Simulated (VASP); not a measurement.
Wanted: the native input for a VASP 6.6.1 run.

```yaml
Task: single point
Functional: PBE
Potentials_or_basis: VASP PAW PBE potentials, release 64 (Re, Bi_d, H)
Cutoff: 520 eV
k_mesh: 10 × 10 × 10
Occupations: gaussian, width 0.1 eV
Spin: no spin polarisation
Dipole_correction: no
Further_INCAR_settings: ALGO = Normal; EDIFF = 1e-06; NBANDS = 22
```

The structure of ReBiH4 lies in POSCAR:

```
ReBiH4
1.0
    0.0000000000      3.1320878904      3.1320878904
    3.1320878904      0.0000000000      3.1320878904
    3.1320878904      3.1320878904      0.0000000000
Re Bi H
1 1 4
Direct
    0.2500000000      0.2500000000      0.2500000000
    0.0000000000      0.0000000000      0.0000000000
    0.2314684575      0.5895105142      0.5895105142
    0.5895105142      0.5895105142      0.5895105142
    0.5895105142      0.2314684575      0.5895105142
    0.5895105142      0.5895105142      0.2314684575
```

These files were run (other wordings do the same):

INCAR

```
PREC = Accurate
ENCUT = 520
EDIFF = 1E-6
ISMEAR = 0
SIGMA = 0.1
LREAL = F
LASPH = T
NELM = 80
ALGO = Normal
ISIF = 2
LWAVE = F
LCHARG = T
GGA = PE
LELF = T
LVHAR = T
NBANDS = 22
```

KPOINTS

```
Automatic mesh
0
Gamma
  10 10 10
```

Potentials or basis: VASP PAW PBE potentials, release 64 (Re, Bi_d, H).

The run is started by

```sh
$ cat potpaw_PBE.64/Re/POTCAR potpaw_PBE.64/Bi_d/POTCAR potpaw_PBE.64/H/POTCAR > POTCAR
$ mpirun -np 1 vasp_std > vasp.out
```

It gave:

```json
{
 "Pressure": "-0.1 GPa",
 "Largest force": "0.010 eV/Å",
 "Band gap on the k mesh": "zero (band 13 reaches 7.14 eV, above the bottom of band 14 at 5.24 eV)"
}
```

Caveat: spin-orbit coupling is left out, which moves the levels of the heavy elements.

Run time: 34 s on 1 thread of Intel(R) Xeon(R) 6975P-C (Granite Rapids), on a shared host, peak memory 0.24 GiB.
